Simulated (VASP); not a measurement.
A run of VASP 6.6.1:

INCAR

```
SYSTEM = Al
  PREC = Accurate
  ENCUT = 600
  EDIFF = 1E-6
  ISMEAR = 0
  SIGMA = 0.1
  LREAL = .FALSE.
  LASPH = .TRUE.
  NELM = 60
  ALGO = Normal
  ISIF = 3
  LWAVE = .FALSE.
  LCHARG = .FALSE.
  GGA = PE
  IVDW = 12
  IBRION = 2
  NSW = 80
  EDIFFG = -0.01
```

The input KPOINTS:

```
Automatic mesh
0
G
  18 18 18
  0 0 0
```

Contents of POSCAR:

```
Al
1.0
    0.0000000000      1.9939041449      1.9939041449
    1.9939041449      0.0000000000      1.9939041449
    1.9939041449      1.9939041449      0.0000000000
Al
1
Direct
    0.0000000000      0.0000000000      0.0000000000
```

Potentials or basis: VASP PAW PBE potentials, release 64 (Al).

Run with:

```console
$ cat potpaw_PBE.64/Al/POTCAR > POTCAR
$ mpirun -np 1 vasp_std > vasp.out
```

Hardware: 1 thread of Intel(R) Xeon(R) Platinum 8488C (Sapphire Rapids), with other jobs on the host.

Question: How long does it take, and how much memory?

Answer: Run time: 7.4 s on 1 thread of Intel(R) Xeon(R) Platinum 8488C (Sapphire Rapids) (shared host), peak memory 0.15 GiB. Counts: scf iterations 14, k points 195, ion steps 2.
